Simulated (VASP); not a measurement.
# ZrH4 in VASP: further runs

Runs on ZrH4. Level: PBE. Tasks: single point.

Everything below comes from runs of VASP 6.6.1. Logs are shortened: lines on timing, memory, paths and dates and some standing lists are left out, and cuts for length are marked.

### 1 The cell of the first run

Symmetry: Pmmm, No. 47, orthorhombic system. Conventional cell: a = 2.839 Å, b = 3.033 Å, c = 5.709 Å, α = 90.00°, β = 90.00°, γ = 90.00°. Zr (site symmetry mmm) has 12 H at 2.06 to 2.29 Å within 2.7 Å. Within 2.1 Å of H (site symmetry mm2) lie 2 H at 1.60 Å and 2 Zr at 2.06 Å. Within 2.1 Å of H (site symmetry mm2) lie 3 H at 1.60 to 1.95 Å.

### 2 Single point, PBE

File INCAR:

```
SYSTEM = ZrH4
PREC = Accurate
ENCUT = 520
EDIFF = 1E-6
ISMEAR = 0
SIGMA = 0.1
LREAL = .False.
LASPH = .True.
NELM = 100
ALGO = Normal
ISIF = 2
LWAVE = .False.
LCHARG = .True.
GGA = PE
LELF = .True.
LVHAR = .True.
NBANDS = 16
```

File KPOINTS:

```
regular mesh
0
Gamma
  6 6 4
  0 0 0
```

File POSCAR:

```
ZrH4
1.0
    3.0330548848      0.0000000000      0.0000000000
    0.0000000000      2.8385783007      0.0000000000
    0.0000000000      0.0000000000      5.7090691257
Zr H
1 4
Direct
    0.0000000000      0.0000000000      0.0000000000
    0.0000000000      0.5000000000      0.7372982727
    0.5000000000      0.5000000000      0.1707104044
    0.5000000000      0.5000000000      0.8292895956
    0.0000000000      0.5000000000      0.2627017273
```

Potentials or basis: VASP PAW PBE potentials, release 64 (Zr_sv, H).

The run is started by

```bash
> cat potpaw_PBE.64/Zr_sv/POTCAR potpaw_PBE.64/H/POTCAR > POTCAR
> mpirun -np 1 vasp_std > vasp.out
```

OUTCAR:

```text
SYSTEM = ZrH4
   PREC = Accurate
   ENCUT = 520
   EDIFF = 1E-6
   ISMEAR = 0
   LREAL = .False.
   LASPH = .True.
   NELM = 100
   ISIF = 2
   GGA = PE

 ion  position               nearest neighbor table
   1  0.000  0.000  0.000-   2 2.06   5 2.06   2 2.06   5 2.06   4 2.29   3 2.29   4 2.29   3 2.29
                             3 2.29   4 2.29   3 2.29   4 2.29
   2  0.000  0.500  0.737-   1 2.06   1 2.06
   3  0.500  0.500  0.171-   1 2.29   1 2.29   1 2.29   1 2.29
   4  0.500  0.500  0.829-   1 2.29   1 2.29   1 2.29   1 2.29
   5  0.000  0.500  0.263-   1 2.06   1 2.06

  LATTYP: Found a simple orthorhombic cell.
 ALAT       =     2.8385783007
 B/A-ratio  =     1.0685119674
 C/A-ratio  =     2.0112424323

  Lattice vectors:

 A1 = (   0.0000000000,  -2.8385783007,   0.0000000000)
 A2 = (   3.0330548848,   0.0000000000,   0.0000000000)
 A3 = (   0.0000000000,   0.0000000000,   5.7090691257)

Analysis of symmetry for initial positions (statically):
=====================================================================
 Subroutine PRICEL returns:
 Original cell was already a primitive cell.

 Routine SETGRP: Setting up the symmetry group for a
 simple orthorhombic supercell.

 Subroutine GETGRP returns: Found  8 space group operations
 (whereof  8 operations were pure point group operations)
 out of a pool of  8 trial point group operations.

The static configuration has the point symmetry D_2h.

Analysis of symmetry for dynamics (positions and initial velocities):
=====================================================================
 Subroutine PRICEL returns:
 Original cell was already a primitive cell.

 Routine SETGRP: Setting up the symmetry group for a
 simple orthorhombic supercell.

 Subroutine GETGRP returns: Found  8 space group operations
 (whereof  8 operations were pure point group operations)
 out of a pool of  8 trial point group operations.

The dynamic configuration has the point symmetry D_2h.

 Subroutine INISYM returns: Found  8 space group operations
 (whereof  8 operations are pure point group operations),
 and found     1 'primitive' translations

----------------------------------------------------------------------------------------

                                     Primitive cell

  volume of cell :      49.1526

  direct lattice vectors                    reciprocal lattice vectors
     3.033054885  0.000000000  0.000000000     0.329700595  0.000000000  0.000000000
     0.000000000  2.838578301  0.000000000     0.000000000  0.352289031  0.000000000
     0.000000000  0.000000000  5.709069126     0.000000000  0.000000000  0.175159904

  length of vectors
     3.033054885  2.838578301  5.709069126     0.329700595  0.352289031  0.175159904

  position of ions in fractional coordinates (direct lattice)
     0.000000000  0.000000000  0.000000000
     0.000000000  0.500000000  0.737298273
     0.500000000  0.500000000  0.170710404
     0.500000000  0.500000000  0.829289596
     0.000000000  0.500000000  0.262701727

  ion indices of the primitive-cell ions
   primitive index   ion index
                 1           1
                 2           2
                 3           3
                 4           4
                 5           5

----------------------------------------------------------------------------------------

 KPOINTS: regular mesh

Automatic generation of k-mesh.
 Grid dimensions read from file:
 generate k-points for:    6    6    4

 Generating k-lattice:

  Cartesian coordinates                     Fractional coordinates (reciprocal lattice)
     0.054950099  0.000000000  0.000000000     0.166666667  0.000000000  0.000000000
     0.000000000  0.058714839  0.000000000     0.000000000  0.166666667  0.000000000
     0.000000000  0.000000000  0.043789976     0.000000000  0.000000000  0.250000000

  Length of vectors
     0.054950099  0.058714839  0.043789976

  Shift w.r.t. Gamma in fractional coordinates (k-lattice)
     0.000000000  0.000000000  0.000000000

 Subroutine IBZKPT returns following result:
[... 49 lines left out ...]
 cond. band min:       3.5447619086   @ k =   0.3333   0.5000   0.0000
 fundamental gap:      0.0278101815
 Fermi energy:         3.5207247065

 k-point     1 :       0.0000    0.0000    0.0000
  band No.  band energies     occupation
      1     -45.4879      2.00000
      2     -23.6926      2.00000
      3     -23.1301      2.00000
      4     -22.7399      2.00000
      5      -5.8047      2.00000
      6      -2.3576      2.00000
[... 8 lines left out ...]
     15      13.7700      0.00000
     16      14.4336      0.00000

 k-point     2 :       0.1667    0.0000    0.0000
  band No.  band energies     occupation
      1     -45.4644      2.00000
      2     -23.6623      2.00000
      3     -23.3716      2.00000
      4     -22.7208      2.00000
      5      -5.2659      2.00000
      6      -2.1711      2.00000
[... 8 lines left out ...]
     15      14.7375      0.00000
     16      14.8719      0.00000

 k-point     3 :       0.3333    0.0000    0.0000
  band No.  band energies     occupation
      1     -45.4170      2.00000
      2     -23.8288      2.00000
      3     -23.6010      2.00000
      4     -22.6825      2.00000
      5      -3.8424      2.00000
      6      -1.7069      2.00000
[... 8 lines left out ...]
     15      13.2215      0.00000
     16      15.8955      0.00000

 k-point     4 :       0.5000    0.0000    0.0000
  band No.  band energies     occupation
      1     -45.3930      2.00000
      2     -24.0461      2.00000
      3     -23.5700      2.00000
      4     -22.6632      2.00000
      5      -1.9498      2.00000
      6      -1.7965      2.00000
[... 8 lines left out ...]
     15      12.8482      0.00000
     16      15.8455      0.00000
[... 324 lines left out ...]
 k-point    22 :       0.1667    0.1667    0.2500
  band No.  band energies     occupation
      1     -45.4178      2.00000
      2     -23.6026      2.00000
      3     -23.3283      2.00000
      4     -23.1301      2.00000
      5      -4.6228      2.00000
      6      -2.6148      2.00000
[... 8 lines left out ...]
     15      11.9214      0.00000
     16      14.6216      0.00000

 k-point    23 :       0.3333    0.1667    0.2500
  band No.  band energies     occupation
      1     -45.3711      2.00000
      2     -23.7707      2.00000
      3     -23.5446      2.00000
      4     -23.0795      2.00000
      5      -3.4340      2.00000
      6      -1.8353      2.00000
[... 8 lines left out ...]
     15      12.8113      0.00000
     16      14.7256      0.00000

 k-point    24 :       0.5000    0.1667    0.2500
  band No.  band energies     occupation
      1     -45.3475      2.00000
      2     -23.9817      2.00000
      3     -23.5153      2.00000
      4     -23.0537      2.00000
      5      -2.2270      2.00000
      6      -1.0806      2.00000
[... 8 lines left out ...]
     15      13.5385      0.00000
     16      14.3638      0.00000

 [... further k-points ...]
[... 5 lines left out ...]
  --------------------------------------------------------------------------------------
  -------------------------------------------------------------------------------------
  Total       -0.0437699     -0.0311386      0.0098079      0.0000000      0.0000000      0.0000000
  in kB       -1.4267220     -1.0149938      0.3196976      0.0000000      0.0000000      0.0000000
  external PRESSURE =      -0.7073394 kB  Pullay stress =       0.0000000 kB

 VOLUME and BASIS-vectors are now :
 -----------------------------------------------------------------------------
  energy-cutoff  :      520.00
  volume of cell :       49.15
      direct lattice vectors                 reciprocal lattice vectors
     3.033054885  0.000000000  0.000000000     0.329700595  0.000000000  0.000000000
     0.000000000  2.838578301  0.000000000     0.000000000  0.352289031  0.000000000
     0.000000000  0.000000000  5.709069126     0.000000000  0.000000000  0.175159904

 POSITION                                       TOTAL-FORCE (eV/Angst)
 -----------------------------------------------------------------------------------
      0.00000      0.00000      0.00000         0.000000      0.000000      0.000000
      0.00000      1.41929      4.20929         0.000000      0.000000     -0.006027
      1.51653      1.41929      0.97460         0.000000      0.000000      0.004626
      1.51653      1.41929      4.73447        -0.000000     -0.000000     -0.004626
      0.00000      1.41929      1.49978        -0.000000      0.000000      0.006027
 -----------------------------------------------------------------------------------
    total drift:                                0.000000     -0.000000      0.000000

  FREE ENERGIE OF THE ION-ELECTRON SYSTEM (eV)
  ---------------------------------------------------
  free  energy   TOTEN  =       -20.9526206629 eV

  energy  without entropy=      -20.9401599785  energy(sigma->0) =      -20.94639032
```

Run time: 20 s. Hardware: 1 thread of AMD EPYC 9R45 (Zen 5), shared host; peak memory 0.15 GiB.

Results:

| Property | Result |
| --- | --- |
| Free energy | -20.9526 eV |
| Pressure | -0.1 GPa |
| Largest force | 0.006 eV/Å |
| Band gap on the k mesh | zero (band 8 reaches 4.58 eV, above the bottom of band 9 at 2.40 eV) |

Forces in eV/Å, atoms in the order of the input:
```
Zr   0.000  0.000  0.000
H    0.000  0.000 -0.006
H    0.000  0.000  0.005
H    0.000  0.000 -0.005
H    0.000  0.000  0.006
```

Caveat: the k points lie up to 0.37 Å⁻¹ apart.

### 3 Single point, PBE

This run uses another cell than the first one, of 11.13 Å³/atom, 1.132 times its volume.

File INCAR:

```
PREC = Accurate
ENCUT = 520
EDIFF = 1E-6
ISMEAR = 0
SIGMA = 0.1
LREAL = F
LASPH = T
NELM = 100
ALGO = Normal
ISIF = 2
LWAVE = F
LCHARG = F
GGA = PE
NBANDS = 16
```

File KPOINTS:

```
regular mesh
0
Gamma
  6 6 4
```

File POSCAR:

```
ZrH4
1.0
    3.0987341800      0.0000000000      0.0000000000
    0.0000000000      3.3466329100      0.0000000000
    0.0000000000      0.0000000000      5.3671650300
Zr H
1 4
Direct
    0.0000000000      0.0000000000      0.0000000000
    0.0000000000      0.5000000000      0.6666666700
    0.5000000000      0.5000000000      0.1666666700
    0.5000000000      0.5000000000      0.8333333300
    0.0000000000      0.5000000000      0.3333333300
```

Potentials or basis: VASP PAW PBE potentials, release 64 (Zr_sv, H).

The run is started by

```bash
> cat potpaw_PBE.64/Zr_sv/POTCAR potpaw_PBE.64/H/POTCAR > POTCAR
> mpirun -np 1 vasp_std > vasp.out
```

Wall time 21 s (1 thread of AMD EPYC 9R45 (Zen 5), shared host); peak memory 0.16 GiB.

Results (log left out):

```
Free energy            : -19.6388 eV
Pressure               : -16.1 GPa
Largest force          : 0.956 eV/Å
Band gap on the k mesh : zero (band 8 reaches 3.87 eV, above the bottom of band 9 at 2.40 eV)
```

Forces on the atoms (eV/Å):
```
Zr   0.000  0.000  0.000
H    0.000  0.000  0.956
H    0.000  0.000 -0.204
H    0.000  0.000  0.204
H    0.000  0.000 -0.956
```

Stress tensor (GPa, compression positive):
```
 -7.43   0.00   0.00
  0.00 -27.31   0.00
  0.00   0.00 -13.58
```

Levels at points of the mesh, in eV from the Fermi level:
| k point | band 4 | band 5 | band 6 | band 7 | band 8 | band 9 | band 10 | band 11 | band 12 | band 13 |
| --- | --- | --- | --- | --- | --- | --- | --- | --- | --- | --- |
| (0.00, 0.00, 0.00) | -27.26 | -8.51 | -4.33 | -3.30 | -1.35 | 1.73 | 2.57 | 3.21 | 3.47 | 4.71 |
| (0.50, 0.00, 0.00) | -27.40 | -5.13 | -4.74 | -3.30 | -0.77 | -0.49 | 0.68 | 2.28 | 4.07 | 4.10 |
| (0.00, 0.50, 0.00) | -27.23 | -6.70 | -5.14 | -2.09 | -0.83 | 0.04 | 1.72 | 2.89 | 4.61 | 4.70 |
| (0.50, 0.50, 0.00) | -27.70 | -6.38 | -3.09 | -2.48 | -0.78 | -0.33 | 1.26 | 3.62 | 4.57 | 4.66 |
| (0.00, 0.00, 0.50) | -27.26 | -8.02 | -6.06 | -1.95 | -0.59 | 1.65 | 1.94 | 2.52 | 3.47 | 5.34 |
| (0.50, 0.00, 0.50) | -27.40 | -4.97 | -3.63 | -3.54 | -3.33 | 0.34 | 0.69 | 2.23 | 3.78 | 5.29 |
| (0.00, 0.50, 0.50) | -27.23 | -6.21 | -6.06 | -1.97 | 0.98 | 1.73 | 1.76 | 2.13 | 2.23 | 2.87 |
| (0.50, 0.50, 0.50) | -27.70 | -6.32 | -3.94 | -1.16 | -0.86 | -0.49 | 1.84 | 3.06 | 4.13 | 4.68 |

### 4 Single point, PBE

This run uses another cell than the first one: it holds 10 atoms, not 5.

File INCAR:

```
PREC = Accurate ; ENCUT = 520
EDIFF = 1E-6 ; ISMEAR = 0
SIGMA = 0.1 ; LREAL = False
LASPH = True ; NELM = 100
ALGO = Normal ; ISIF = 2
LWAVE = False ; LCHARG = True
GGA = PE ; LELF = True
LVHAR = True ; NBANDS = 27
```

File KPOINTS:

```
regular mesh
0
Gamma
  6 4 4
```

File POSCAR:

```
ZrH4
1.0
    2.9825777896      0.0000000000      0.0000000000
    0.1369744680      5.5524019100      0.0000000000
    0.1001120417      0.0115288248      5.7698409848
Zr H
2 8
Direct
    0.5000000000      0.5000000000      0.0000000000
    0.0000000000      0.5000000000      0.5000000000
    0.4884609569      0.6953209284      0.6881390070
    0.9858515198      0.7661949199      0.0767682644
    0.0141484802      0.2338050801      0.9232317356
    0.5115390431      0.3046790716      0.3118609930
    0.9908071986      0.7694989759      0.9269413847
    0.4940167141      0.6970402295      0.3125601337
    0.0091928014      0.2305010241      0.0730586153
    0.5059832859      0.3029597705      0.6874398663
```

The run is started by

```bash
> cat potpaw_PBE.64/Zr_sv/POTCAR potpaw_PBE.64/H/POTCAR > POTCAR
> mpirun -np 1 vasp_std > vasp.out
```

Wall time 84 s (1 thread of AMD EPYC 9R45 (Zen 5), shared host); peak memory 0.24 GiB.

The run converged. Its results:

```
Free energy            : -44.4412 eV
Pressure               : 0.7 GPa
Largest force          : 0.066 eV/Å
Band gap on the k mesh : zero (band 16 reaches 4.79 eV, above the bottom of band 17 at 3.99 eV)
```

Forces on the atoms (eV/Å):
```
Zr   0.000  0.000  0.000
Zr   0.000  0.000  0.000
H    0.002 -0.003 -0.034
H    0.004 -0.009  0.058
H   -0.004  0.009 -0.058
H   -0.002  0.003  0.034
H   -0.013 -0.025 -0.060
H   -0.008 -0.024  0.002
H    0.013  0.025  0.060
H    0.008  0.024 -0.002
```

Stress tensor (GPa, compression positive):
```
 2.63 -0.07 -0.62
-0.07 -0.49 -0.13
-0.62 -0.13 -0.11
```

Levels at points of the mesh, in eV from the Fermi level:
| k point | band 14 | band 15 | band 16 | band 17 | band 18 | band 19 |
| --- | --- | --- | --- | --- | --- | --- |
| (0.00, 0.00, 0.00) | -3.08 | -2.52 | -0.92 | -0.41 | 1.39 | 2.07 |
| (0.50, 0.00, 0.00) | -2.98 | -2.59 | -0.02 | 0.04 | 0.64 | 1.10 |
| (0.00, 0.50, 0.00) | -3.59 | -2.01 | -0.71 | 0.14 | 1.40 | 2.02 |
| (0.50, 0.50, 0.00) | -3.15 | -2.49 | -0.25 | 0.58 | 0.80 | 1.65 |
| (0.00, 0.00, 0.50) | -2.95 | -2.00 | -1.76 | -0.40 | 2.02 | 2.23 |
| (0.50, 0.00, 0.50) | -3.67 | -1.50 | -0.33 | 0.85 | 1.14 | 1.33 |
| (0.00, 0.50, 0.50) | -3.14 | -1.50 | -1.48 | 0.18 | 1.37 | 2.18 |
| (0.50, 0.50, 0.50) | -3.58 | -1.93 | 0.34 | 1.08 | 1.27 | 1.32 |

### 5 Single point, PBE

This run uses another cell than the first one: it holds 10 atoms, not 5.

File INCAR:

```
SYSTEM = ZrH4
ALGO     = Normal         ! electronic algorithm
EDIFF    = 1E-7           ! SCF threshold, eV
ENCUT    = 520            ! plane-wave cutoff, eV
GGA      = PE             ! functional
ISIF     = 2              ! what is computed and relaxed
ISMEAR   = 0              ! smearing method
LASPH    = .TRUE.         ! aspherical terms in the spheres
LCHARG   = .TRUE.         ! write CHGCAR
LELF     = .TRUE.         ! ELF
LREAL    = .FALSE.        ! projectors in reciprocal space
LVHAR    = .TRUE.       
LWAVE    = .FALSE.        ! write WAVECAR
NBANDS   = 27             ! bands
NELM     = 60             ! most SCF steps
PREC     = Accurate       ! precision mode
SIGMA    = 0.1            ! smearing width, eV
```

File KPOINTS:

```
k-points
0
G
  6 4 4
  0 0 0
```

File POSCAR:

```
ZrH4
1.0
    3.0443834243     -0.0008720508     -0.0262480470
    0.1381894631      5.4671637608     -0.0073509031
    0.0514059784      0.0049365220      5.7231725463
Zr H
2 8
Direct
    0.5000000000      0.5000000000      0.0000000000
    0.0000000000      0.5000000000      0.5000000000
    0.4909997795      0.6971078851      0.6856025395
    0.9880828543      0.7617475674      0.0782856265
    0.0119171457      0.2382524326      0.9217143735
    0.5090002205      0.3028921149      0.3143974605
    0.9881082965      0.7632329803      0.9239350279
    0.4910577928      0.6972260376      0.3146381275
    0.0118917035      0.2367670197      0.0760649721
    0.5089422072      0.3027739624      0.6853618725
```

The run is started by

```bash
> cat potpaw_PBE.64/Zr_sv/POTCAR potpaw_PBE.64/H/POTCAR > POTCAR
> mpirun -np 1 vasp_std > vasp.out
```

It took 90 s on 1 thread of AMD EPYC 9R45 (Zen 5), shared host; peak memory 0.24 GiB.

The run converged. Its results:

- Free energy: -44.4660 eV
- Pressure: -0.1 GPa
- Largest force: 0.021 eV/Å
- Band gap on the k mesh: zero (band 16 reaches 4.86 eV, above the bottom of band 17 at 4.00 eV)

Forces in eV/Å, atoms in the order of the input:
```
Zr   0.000  0.000  0.000
Zr   0.000  0.000  0.000
H    0.000  0.006  0.002
H    0.000  0.008 -0.019
H    0.000 -0.008  0.019
H    0.000 -0.006 -0.002
H    0.000  0.002  0.018
H    0.000  0.006 -0.003
H    0.000 -0.002 -0.018
H    0.000 -0.006  0.003
```

Stress tensor (GPa, compression positive):
```
-0.03  0.00 -0.01
 0.00 -0.23 -0.01
-0.01 -0.01 -0.13
```

Levels at points of the mesh, in eV from the Fermi level:
```tsv
k point	band 14	band 15	band 16	band 17	band 18	band 19
(0.00, 0.00, 0.00)	-3.05	-2.44	-0.82	-0.29	1.05	1.81
(0.50, 0.00, 0.00)	-2.96	-2.65	-0.09	-0.01	0.66	0.97
(0.00, 0.50, 0.00)	-3.60	-1.83	-0.57	0.27	1.05	1.76
(0.50, 0.50, 0.00)	-3.15	-2.54	-0.41	0.65	0.83	1.59
(0.00, 0.00, 0.50)	-2.76	-1.85	-1.78	-0.42	2.00	2.06
(0.50, 0.00, 0.50)	-3.77	-1.42	-0.30	0.72	1.19	1.30
(0.00, 0.50, 0.50)	-2.96	-1.48	-1.27	0.22	1.40	1.95
(0.50, 0.50, 0.50)	-3.67	-1.90	0.44	1.11	1.15	1.24
```

### 6 Summary

```tsv
cell	k mesh	gap on the mesh (eV)	pressure (GPa)	largest force (eV/Å)
a = 3.033, b = 2.839, c = 5.709 Å, 5 atoms	6 × 6 × 4	none	-0.1	0.01
a = 3.099, b = 3.347, c = 5.367 Å, 5 atoms	6 × 6 × 4	none	-16.1	0.96
a = 2.983, b = 5.554, c = 5.771 Å, angles 89.9, 89.0, 88.6°, 10 atoms	6 × 4 × 4	none	0.7	0.07
a = 3.044, b = 5.469, c = 5.723 Å, angles 90.0, 90.0, 88.6°, 10 atoms	6 × 4 × 4	none	-0.1	0.02
```

Alike in all rows: task single point; level PBE; potentials or basis VASP PAW PBE potentials, release 64 (Zr_sv, H); no spin polarisation; cutoff (eV) 520; smearing gaussian 0.1 eV.

Caveats: some runs use coarse meshes.

Total energies depend on the potentials used, so only differences within one code and one set of settings carry meaning.
